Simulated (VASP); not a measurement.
Write the native input for VASP 6.6.1 that does the following.

```
Task                   : single point
Functional             : r2SCAN
Potentials or basis    : VASP PAW PBE potentials, release 64 (Ba_sv, Ti_sv, O)
Cutoff                 : 520 eV
k mesh                 : 6 × 6 × 6
Occupations            : gaussian, width 0.05 eV
Spin                   : no spin polarisation
Dipole correction      : no
Further INCAR settings : ALGO = Normal; EDIFF = 1e-06; NBANDS = 28
```

BaTiO3:

```
CELL_PARAMETERS angstrom
2.84005 1.63971 2.33143
-2.84005 1.63971 2.33143
0.00000 -3.27941 2.33143
ATOMIC_POSITIONS crystal
Ba 0.98134 0.98134 0.98134
Ti 0.51625 0.51625 0.51625
O 0.48975 0.48975 0.98016
O 0.48975 0.98016 0.48975
O 0.98016 0.48975 0.48975
```

This cell differs from its parent crystal: atom 1 (Ba) moved +0.150 Å towards its neighbour atom 2 (Ti) at 3.403 Å.

One way to write it, as run:

POSCAR

```
BaTiO3
1.0
    2.8400536833      1.6397057586      2.3314328269
   -2.8400536833      1.6397057586      2.3314328269
    0.0000000000     -3.2794115171      2.3314328269
Ba Ti O
1 1 3
Direct
   -0.0186609350     -0.0186609350     -0.0186609350
    0.5162478494      0.5162478494      0.5162478494
    0.4897536543      0.4897536543      0.9801597377
    0.4897536543      0.9801597377      0.4897536543
    0.9801597377      0.4897536543      0.4897536543
```

INCAR.step1

```
PREC = Accurate
ENCUT = 520
ISMEAR = 0
SIGMA = 0.05
LREAL = F
LASPH = T
NELM = 60
NBANDS = 28
GGA = PE
ALGO = Normal
EDIFF = 1E-4
LWAVE = T
LCHARG = F
```

INCAR.step2

```
PREC = Accurate
ENCUT = 520
EDIFF = 1E-6
ISMEAR = 0
SIGMA = 0.05
LREAL = F
LASPH = T
NELM = 60
ALGO = Normal
ISIF = 2
LWAVE = F
LCHARG = T
METAGGA = R2SCAN
LMIXTAU = T
LELF = T
LVHAR = T
NBANDS = 28
ISTART = 1
```

KPOINTS

```
regular mesh
0
Gamma
  6 6 6
```

Potentials or basis: VASP PAW PBE potentials, release 64 (Ba_sv, Ti_sv, O).

Command:

```bash
$ cat potpaw_PBE.64/Ba_sv/POTCAR potpaw_PBE.64/Ti_sv/POTCAR potpaw_PBE.64/O/POTCAR > POTCAR
$ cp INCAR.step1 INCAR
$ mpirun -np 1 vasp_std > vasp.out
$ cp INCAR.step2 INCAR
$ mpirun -np 1 vasp_std > vasp.out
```

It gave:

```
Pressure               : 2.2 GPa
Largest force          : 0.993 eV/Å
Band gap on the k mesh : 2.82 eV, indirect (least direct gap 3.28 eV)
```

Caveat: the cell differs from its parent crystal (atom 1 (Ba) moved +0.150 Å towards its neighbour atom 2 (Ti) at 3.403 Å); the PAW data sets were made with another functional, which shifts forces and pressure a little; spin-orbit coupling is left out, which moves the levels of the heavy elements.

Wall time 5.3 min on 1 thread of AMD EPYC 7571 (shared host), peak memory 0.18 GiB.
